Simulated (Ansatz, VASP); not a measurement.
# B: VASP beside Ansatz

```
B
1.0
     1.47201   -2.66039    0.00000
     1.47201    2.66039    0.00000
     0.00000    0.00000    3.26331
B
4
Direct
  0.65622 0.34378 0.59024
  0.15622 0.84378 0.90976
  0.34378 0.65622 0.40976
  0.84378 0.15622 0.09024
```

Alike in both runs: task relaxation of cell and atoms; functional PBE; k mesh 18 × 18 × 14; occupations gaussian, width 0.1 eV; no spin polarisation.

|  | VASP | Ansatz |
| --- | --- | --- |
| version | VASP 6.6.1 | Ansatz 0.2.0 |
| potentials or method | VASP PAW PBE potentials, release 64 (B), cutoff 600 eV | scalar-relativistic, plane waves, PAW |
| valence electrons in the cell | 12 | 12 |

Ansatz gave:

| Quantity | Value |
| --- | --- |
| gap on the k mesh at the Fermi level, each at its own relaxed structure (eV) | none |
| relaxed volume (Å³/atom) | 6.38 |
| relaxed length of the cell vector where the two differ most in proportion (Å) | 3.263 |

Problem. What did VASP give for the same quantities?

Solution. gap on the k mesh at the Fermi level, each at its own relaxed structure (eV): none; relaxed volume (Å³/atom): 6.38; relaxed length of the cell vector where the two differ most in proportion (Å): 3.262.

A gap of «none» marks a metal or a gap that the smearing closes.
